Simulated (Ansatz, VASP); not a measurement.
**SrO in VASP and in Ansatz**

Contents of INCAR:

```
  ALGO = Normal
  EDIFF = 1E-7
  ENCUT = 520
  GGA = PS
  ISIF = 2
  ISMEAR = 0
  LASPH = T
  LCHARG = F
  LREAL = F
  LWAVE = F
  NBANDS = 24
  NELM = 100
  PREC = Accurate
  SIGMA = 0.05
```

File KPOINTS:

```
k-points
0
Gamma
  9 9 4
```

Contents of POSCAR:

```
SrO
1.0
    3.5532880902      0.0000000000      0.0000000000
   -1.7766440451      3.0772377531      0.0000000000
    0.0000000000      0.0000000000      6.2173039800
Sr O
2 2
Direct
    0.3333333333      0.6666666667      0.1776213611
    0.6666666667      0.3333333333      0.7500000000
    0.0000000000      0.0000000000      0.0000000000
    0.0000000000      0.0000000000      0.5000000000
```

Input for Ansatz:

```yaml
crystal:
  lattice:
    - [3.5532880902, 0.0, 0.0]
    - [-1.7766440451, 3.0772377531, 0.0]
    - [0.0, 0.0, 6.21730398]
  atoms:
    - { symbol: Sr, position: [0.3333333333, 0.6666666667, 0.1776213611] }
    - { symbol: Sr, position: [0.6666666667, 0.3333333333, 0.75] }
    - { symbol: O, position: [0.0, 0.0, 0.0] }
    - { symbol: O, position: [0.0, 0.0, 0.5] }
basis:
  ecutwfc: 420
kpoints:
  mp_grid: { grid: [9, 9, 4] }
hamiltonian:
  xc: pbesol
scf:
  occupations: { method: gaussian, width: 0.05 }
output:
  forces: true
  stress: true
  eigenvalues: true
```

Alike in both runs: task single point; functional PBEsol; k mesh 9 × 9 × 4; occupations gaussian, width 0.05 eV; no spin polarisation.

|  | VASP | Ansatz |
| --- | --- | --- |
| version | VASP 6.6.1 | Ansatz 0.2.0 |
| potentials or method | VASP PAW PBE potentials, release 64 (Sr_sv, O), cutoff 520 eV | scalar-relativistic, plane waves, PAW |
| valence electrons in the cell | 32 | 32 |

Ansatz gave:

| Quantity | Value |
| --- | --- |
| gap on the k mesh at the Fermi level (eV) | 2.57 |
| least direct gap on the mesh (eV) | 2.57 |
| pressure (GPa) | 1.9 |
| traceless stress, the component that is largest in VASP (GPa) | -3.26 |
| rms of the force components (eV/Å) | 1.557 |

**Question.** Which values does VASP return?

**Answer.** gap on the k mesh at the Fermi level (eV): 2.58; least direct gap on the mesh (eV): 2.58; pressure (GPa): 2.7; traceless stress, the component that is largest in VASP (GPa): -3.35; rms of the force components (eV/Å): 1.581.

VASP's potentials were made for PBE, not for PBEsol. Atom by atom the forces differ by 0.031 eV/Å (rms over components). The functional is the same, so the differences come from potentials, cutoffs and numerics.
